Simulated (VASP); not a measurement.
A run of VASP 6.6.1 is set up as follows.

Contents of POSCAR:

```
ZrB2
1.0
    3.2321726471      0.0000000000      0.0000000000
   -1.6160863235      2.7991430814      0.0000000000
    0.0000000000      0.0000000000      3.6022921016
Zr B
1 2
Direct
    0.0000000000      0.0000000000      0.0000000000
    0.3333333333      0.6666666667      0.5000000000
    0.6666666667      0.3333333333      0.5000000000
```

Contents of INCAR.step1:

```
PREC = Accurate
ENCUT = 520
ISMEAR = -1
SIGMA = 0.15
LREAL = False
LASPH = True
NELM = 80
NBANDS = 16
GGA = PE
ALGO = Normal
EDIFF = 1E-4
LWAVE = True
LCHARG = False
```

INCAR.step2

```
PREC = Accurate
ENCUT = 520
EDIFF = 1E-7
ISMEAR = -1
SIGMA = 0.15
LREAL = False
LASPH = True
NELM = 80
ALGO = Normal
ISIF = 2
LWAVE = False
LCHARG = True
METAGGA = R2SCAN
LMIXTAU = True
IVDW = 12
VDW_S6 = 1.0
VDW_S8 = 0.78981345
VDW_A1 = 0.49484001
VDW_A2 = 5.73083694
LELF = True
LVHAR = True
NBANDS = 16
ISTART = 1
```

File KPOINTS:

```
regular mesh
0
Gamma
  10 10 8
```

Potentials or basis: VASP PAW PBE potentials, release 64 (Zr_sv, B).

The run is started by

```sh
$ cat potpaw_PBE.64/Zr_sv/POTCAR potpaw_PBE.64/B/POTCAR > POTCAR
$ cp INCAR.step1 INCAR
$ mpirun -np 1 vasp_std > vasp.out
$ cp INCAR.step2 INCAR
$ mpirun -np 1 vasp_std > vasp.out
```

**Question.** Predict the dispersion energy per atom.

**Answer.** -0.173 eV.

**Question.** What does it give for the pressure?

**Answer.** -14.5 GPa.

**Question.** Estimate the band gap on the k mesh.

**Answer.** Zero (bands 9 and 10 overlap by 0.80 eV).

Stress tensor (GPa, compression positive):
```
-15.60   0.00   0.00
  0.00 -15.60   0.00
  0.00   0.00 -12.42
```

Caveat: the cell stands under tension; the PAW data sets were made with another functional, which shifts forces and pressure a little.
